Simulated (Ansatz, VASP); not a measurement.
Two plane-wave programs on TiO2

INCAR

```
SYSTEM = TiO2
ALGO     = Normal         ! electronic algorithm
EDIFF    = 1E-6           ! SCF threshold, eV
EDIFFG   = -0.04          ! ionic threshold
ENCUT    = 600            ! plane-wave cutoff, eV
GGA      = PE             ! functional
IBRION   = 2              ! ionic algorithm
ISIF     = 3              ! what is computed and relaxed
ISMEAR   = 0              ! smearing method
ISPIN    = 2              ! spin polarisation
IVDW     = 12             ! dispersion correction
LASPH    = .TRUE.         ! aspherical terms in the spheres
LCHARG   = .FALSE.        ! write CHGCAR
LMAXMIX  = 4              ! l up to which the mixer works
LORBIT   = 11             ! projections on sites
LREAL    = .FALSE.        ! projectors in reciprocal space
LWAVE    = .FALSE.        ! write WAVECAR
MAGMOM   = 1 1 0 0 0 0    ! initial moments
NELM     = 150            ! most SCF steps
NSW      = 90             ! ionic steps
PREC     = Accurate       ! precision mode
SIGMA    = 0.1            ! smearing width, eV
```

Contents of KPOINTS:

```
k-points
0
G
  6 6 2
  0 0 0
```

Contents of POSCAR:

```
TiO2
1.0
    2.8769479800      0.0000000000      0.0000000000
   -1.4384739900      2.4915100300      0.0000000000
    0.0000000000      0.0000000000     10.1663045700
Ti O
2 4
Direct
    0.6666666700      0.3333333300      0.7500000000
    0.3333333300      0.6666666700      0.2500000000
    0.3333333300      0.6666666700      0.8716347700
    0.3333333300      0.6666666700      0.6283652300
    0.6666666700      0.3333333300      0.1283652300
    0.6666666700      0.3333333300      0.3716347700
```

Input for Ansatz:

```yaml
crystal:
  lattice:
    - [2.87694798, 0.0, 0.0]
    - [-1.43847399, 2.49151003, 0.0]
    - [0.0, 0.0, 10.16630457]
  atoms:
    - { symbol: Ti, position: [0.66666667, 0.33333333, 0.75], spin: 1.0 }
    - { symbol: Ti, position: [0.33333333, 0.66666667, 0.25], spin: 1.0 }
    - { symbol: O, position: [0.33333333, 0.66666667, 0.87163477] }
    - { symbol: O, position: [0.33333333, 0.66666667, 0.62836523] }
    - { symbol: O, position: [0.66666667, 0.33333333, 0.12836523] }
    - { symbol: O, position: [0.66666667, 0.33333333, 0.37163477] }
basis:
  ecutwfc: 420
kpoints:
  mp_grid: { grid: [6, 6, 2] }
hamiltonian:
  xc: pbe
  dispersion: d3bj
scf:
  occupations: { method: gaussian, width: 0.1 }
  lower_state_search: "off"
output:
  forces: true
  stress: true
  eigenvalues: true
  populations: true
magnetization:
  spin_polarized: true
relax:
  adjacent_minimum: "off"
  f_tol: 0.04
  max_steps: 70
  cell: { stress_tol: 0.4 }
```

Alike in both runs: task relaxation of cell and atoms; functional PBE; dispersion D3(BJ); k mesh 6 × 6 × 2; occupations gaussian, width 0.1 eV; collinear spin.

|  | VASP | Ansatz |
| --- | --- | --- |
| version | VASP 6.6.1 | Ansatz 0.2.0 |
| potentials or method | VASP PAW PBE potentials, release 64 (Ti_sv, O), cutoff 600 eV | scalar-relativistic, plane waves, PAW |
| valence electrons in the cell | 48 | 48 |

Ansatz gave:

| Item | Value |
| --- | --- |
| gap on the k mesh at the Fermi level, each at its own relaxed structure (eV) | 0.59 |
| net moment per atom (μB) | 0.00 |
| relaxed volume (Å³/atom) | 11.28 |
| relaxed length of the cell vector where the two differ most in proportion (Å) | 9.478 |

Problem. Estimate VASP's values.

Solution. gap on the k mesh at the Fermi level, each at its own relaxed structure (eV): 0.54; net moment per atom (μB): 0.00; relaxed volume (Å³/atom): 11.24; relaxed length of the cell vector where the two differ most in proportion (Å): 9.434.

Ansatz's warnings: seeded moment not kept.

The k mesh is coarse, so the values compare programs but aren't converged.
